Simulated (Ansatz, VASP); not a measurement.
# CrCN: VASP beside Ansatz

The input INCAR:

```
PREC = Accurate
ENCUT = 600
EDIFF = 1E-6
ISMEAR = 0
SIGMA = 0.1
LREAL = False
LASPH = True
NELM = 150
ALGO = Normal
ISIF = 3
LWAVE = False
LCHARG = False
ISPIN = 2
MAGMOM = 0.53 0 0
LORBIT = 11
LMAXMIX = 4
GGA = PE
IBRION = 2
NSW = 100
EDIFFG = -0.01
KPAR = 4
```

KPOINTS

```
Automatic mesh
0
Gamma
  18 18 16
```

Contents of POSCAR:

```
CrCN
1.0
    3.2239046417      0.0000000000      0.0000000000
   -1.6119523208      2.7919833191      0.0000000000
    0.0000000000      0.0000000000      2.8980856535
Cr C N
1 1 1
Direct
    0.3333333333      0.6666666667      0.5000000000
    0.6666666667      0.3333333333      0.5000000000
    0.0000000000      0.0000000000      0.0000000000
```

Input for Ansatz:

```yaml
crystal:
  lattice:
    - [3.2239046417, 0.0, 0.0]
    - [-1.6119523208, 2.7919833191, 0.0]
    - [0.0, 0.0, 2.8980856535]
  atoms:
    - { symbol: Cr, position: [0.3333333333, 0.6666666667, 0.5], spin: 0.53 }
    - { symbol: C, position: [0.6666666667, 0.3333333333, 0.5] }
    - { symbol: "N", position: [0.0, 0.0, 0.0] }
basis:
  ecutwfc: 420
kpoints:
  mp_grid: { grid: [18, 18, 16] }
hamiltonian:
  xc: pbe
scf:
  occupations: { method: gaussian, width: 0.1 }
output:
  forces: true
  stress: true
  eigenvalues: true
  populations: true
magnetization:
  spin_polarized: true
relax:
  adjacent_minimum: "off"
  f_tol: 0.01
  max_steps: 80
  cell: { stress_tol: 0.05 }
```

Change from the starting cell: species swapped into the EuZnGe type (P-6m2, No. 187).

Alike in both runs: task relaxation of cell and atoms; functional PBE; k mesh 18 × 18 × 16; occupations gaussian, width 0.1 eV; collinear spin.

```csv
,VASP,Ansatz
version,VASP 6.6.1,Ansatz 0.2.0
potentials or method,"VASP PAW PBE potentials, release 64 (Cr_pv, C, N), cutoff 600 eV","scalar-relativistic, plane waves, PAW"
valence electrons in the cell,21,23
```

|  | VASP | Ansatz | Ansatz less VASP |
| --- | --- | --- | --- |
| gap on the k mesh at the Fermi level, each at its own relaxed structure (eV) | none | none | - |
| net moment per atom (μB) | 0.01 | 0.12 | +0.113 |
| size of the moment on the site where the two differ most (μB) | 0.03 | 0.28 | +0.247 |
| relaxed volume (Å³/atom) | 8.65 | 8.67 | +0.024 |
| relaxed length of the cell vector where the two differ most in proportion (Å) | 2.896 | 2.901 | +0.0048 |

The net moments are unlike, so the other rows may belong to different states. Site moments also hang on the region over which each program counts them. A gap of «none» marks a metal or a gap that the smearing closes. VASP's potentials hold 21 valence electrons a cell and Ansatz's 23, so a difference there can come from the potentials and not from the codes.
